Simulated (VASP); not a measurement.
Crystal: Ta3Sb.

```
Ta Sb
1.0
     5.26500    0.00000    0.00000
     0.00000    5.26500    0.00000
     0.00000    0.00000    5.26500
Ta Sb
6 2
Direct
  0.25000 0.00000 0.50000
  0.50000 0.75000 0.00000
  0.75000 0.00000 0.50000
  0.50000 0.25000 0.00000
  0.00000 0.50000 0.75000
  0.00000 0.50000 0.25000
  0.00000 0.00000 0.00000
  0.50000 0.50000 0.50000
```

| Item | Value |
| --- | --- |
| Program | VASP 6.6.1 |
| Task | relaxation of cell and atoms |
| Functional | LDA |
| Potentials or basis | VASP PAW LDA potentials, release 64 (Ta_pv, Sb) |
| Cutoff | 600 eV |
| k mesh | 4 × 4 × 4 |
| Occupations | fermi-dirac, width 0.1 eV |
| Spin | no spin polarisation |

At the start: pressure -6.5 GPa; volume 18.24 Å³/atom.

Question: Where does the relaxation end?

Answer: Over 4 steps the energy falls by 12.3 meV/atom and the volume is 17.65 Å³/atom (-3.2 %); space group Pm-3n (No. 223, to 0.1 Å) before and after.

Step by step:
```csv
step,energy change (eV),largest force (eV/Å),pressure (GPa),volume (Å³)
1,0.0000,0.0000,-6.47,145.95
2,0.4652,0.0000,18.78,130.93
3,-0.0984,0.0000,-0.20,141.34
4,-0.0984,0.0000,-0.01,141.22
```

Final structure:
```yaml
crystal:
  lattice:
    - [5.20753, 0.00000, 0.00000]
    - [0.00000, 5.20753, 0.00000]
    - [0.00000, 0.00000, 5.20753]
  atoms:
    - { symbol: Ta, position: [0.25000, 0.00000, 0.50000] }
    - { symbol: Ta, position: [0.50000, 0.75000, 0.00000] }
    - { symbol: Ta, position: [0.75000, 0.00000, 0.50000] }
    - { symbol: Ta, position: [0.50000, 0.25000, 0.00000] }
    - { symbol: Ta, position: [0.00000, 0.50000, 0.75000] }
    - { symbol: Ta, position: [0.00000, 0.50000, 0.25000] }
    - { symbol: Sb, position: [0.00000, 0.00000, 0.00000] }
    - { symbol: Sb, position: [0.50000, 0.50000, 0.50000] }
```
